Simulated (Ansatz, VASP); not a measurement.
One calculation of SrLiBr3, two programs

File INCAR:

```
SYSTEM = SrLiBr3
PREC = Accurate ; ENCUT = 520
EDIFF = 1E-6 ; ISMEAR = 0
SIGMA = 0.1 ; LREAL = .FALSE.
LASPH = .TRUE. ; NELM = 60
ALGO = Normal ; ISIF = 2
LWAVE = .FALSE. ; LCHARG = .FALSE.
GGA = PE ; NBANDS = 45
```

KPOINTS

```
regular mesh
0
G
  4 2 2
  0 0 0
```

File POSCAR:

```
SrLiBr3
1.0
   -4.4014000000      0.0000000000      0.0000000000
    0.0000000000      0.0000000000     -8.2098750000
    0.0000000000     -8.6382630000      0.0000000000
Li Sr Br
2 2 6
Direct
    0.5000000000      0.4463870000      0.6172600000
    0.5000000000      0.9463870000      0.3827400000
    0.0000000000      0.6180970000      0.1091870000
    0.0000000000      0.1180970000      0.8908130000
    0.5000000000      0.6294360000      0.3754320000
    0.5000000000      0.1294360000      0.6245680000
    0.0000000000      0.4837200000      0.7573580000
    0.5000000000      0.3224440000      0.0719440000
    0.5000000000      0.8224440000      0.9280560000
    0.0000000000      0.9837200000      0.2426420000
```

Input for Ansatz:

```yaml
crystal:
  lattice:
    - [-4.4014, 0.0, 0.0]
    - [0.0, 0.0, -8.209875]
    - [0.0, -8.638263, 0.0]
  atoms:
    - { symbol: Li, position: [0.5, 0.446387, 0.61726] }
    - { symbol: Li, position: [0.5, 0.946387, 0.38274] }
    - { symbol: Sr, position: [0.0, 0.618097, 0.109187] }
    - { symbol: Sr, position: [0.0, 0.118097, 0.890813] }
    - { symbol: Br, position: [0.5, 0.629436, 0.375432] }
    - { symbol: Br, position: [0.5, 0.129436, 0.624568] }
    - { symbol: Br, position: [0.0, 0.48372, 0.757358] }
    - { symbol: Br, position: [0.5, 0.322444, 0.071944] }
    - { symbol: Br, position: [0.5, 0.822444, 0.928056] }
    - { symbol: Br, position: [0.0, 0.98372, 0.242642] }
basis:
  ecutwfc: 420
kpoints:
  mp_grid: { grid: [4, 2, 2] }
hamiltonian:
  xc: pbe
scf:
  occupations: { method: gaussian, width: 0.1 }
  lower_state_search: "off"
output:
  forces: true
  stress: true
  eigenvalues: true
```

Alike in both runs: task single point; functional PBE; k mesh 4 × 2 × 2; occupations gaussian, width 0.1 eV; no spin polarisation.

```csv
,VASP,Ansatz
version,VASP 6.6.1,Ansatz 0.2.0
potentials or method,"VASP PAW PBE potentials, release 64 (Li_sv, Sr_sv, Br), cutoff 520 eV","scalar-relativistic, plane waves, PAW"
valence electrons in the cell,68,68
```

```tsv
	VASP	Ansatz	Ansatz less VASP
gap on the k mesh at the Fermi level (eV)	4.26	4.26	0.000
least direct gap on the mesh (eV)	4.31	4.31	-0.001
rms of the force components (eV/Å)	0.006	0.003	-0.0027
```

Atom by atom the forces differ by 0.004 eV/Å (rms over components).

Noted on VASP's run: the cutoff is under 1.25 times that of the potentials, so the pressure is a little rough.
